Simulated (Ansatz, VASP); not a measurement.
**ScInC4N4 in VASP and in Ansatz**

```
Sc In C N
1.0
     6.10779    0.00000    0.00000
     0.00000    6.10779    0.00000
     0.00000    0.00000    6.10779
Sc In C N
1 1 4 4
Direct
  0.00000 0.00000 0.00000
  0.50000 0.50000 0.50000
  0.19113 0.19113 0.19113
  0.19113 0.80887 0.80887
  0.80887 0.19113 0.80887
  0.80887 0.80887 0.19113
  0.30173 0.30173 0.30173
  0.30173 0.69827 0.69827
  0.69827 0.30173 0.69827
  0.69827 0.69827 0.30173
```

Alike in both runs: task single point; functional PBE; k mesh 4 × 4 × 4; occupations gaussian, width 0.1 eV; collinear spin.

|  | VASP | Ansatz |
| --- | --- | --- |
| version | VASP 6.6.1 | Ansatz 0.2.0 |
| potentials or method | VASP PAW PBE potentials, release 64 (Sc_sv, In_d, C, N), cutoff 520 eV | scalar-relativistic, plane waves, PAW |
| valence electrons in the cell | 60 | 60 |

VASP gave:

* gap on the k mesh at the Fermi level (eV): none
* pressure (GPa): 8.0
* rms of the force components (eV/Å): 0.954
* net moment per atom (μB): 0.20
* size of the moment on the site where the two differ most (μB): 0.64

Estimate Ansatz's values.

gap on the k mesh at the Fermi level (eV): none; pressure (GPa): 7.6; rms of the force components (eV/Å): 0.895; net moment per atom (μB): 0.20; size of the moment on the site where the two differ most (μB): 0.35.

Site moments also hang on the region over which each program counts them. Atom by atom the forces differ by 0.183 eV/Å (rms over components). A gap of «none» marks a metal or a gap that the smearing closes. With one functional, cell and mesh, what is left measures potentials, basis and numerics.

Noted on VASP's run: the standard files for N, O and F lose accuracy on very short bonds.
